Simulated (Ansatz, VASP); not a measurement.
V: VASP beside Ansatz

```xyz
1
Lattice="0.0000 1.9699 1.9699 1.9699 0.0000 1.9699 1.9699 1.9699 0.0000" Properties=species:S:1:pos:R:3 pbc="T T T"
V     0.0000    0.0000    0.0000
```

Alike in both runs: task single point; functional PBE; k mesh 18 × 18 × 18; occupations gaussian, width 0.1 eV; no spin polarisation.

|  | VASP | Ansatz |
| --- | --- | --- |
| version | VASP 6.6.1 | Ansatz 0.2.0 |
| potentials or method | VASP PAW PBE potentials, release 64 (V_sv), cutoff 520 eV | scalar-relativistic, plane waves, PAW |
| valence electrons in the cell | 13 | 13 |

VASP gave:

```
gap on the k mesh at the Fermi level (eV) : none
pressure (GPa)                            : -13.8
```

Q: Which values does Ansatz return?

A: gap on the k mesh at the Fermi level (eV): none; pressure (GPa): -13.9.

A gap of «none» marks a metal or a gap that the smearing closes. With one functional, cell and mesh, what is left measures potentials, basis and numerics.
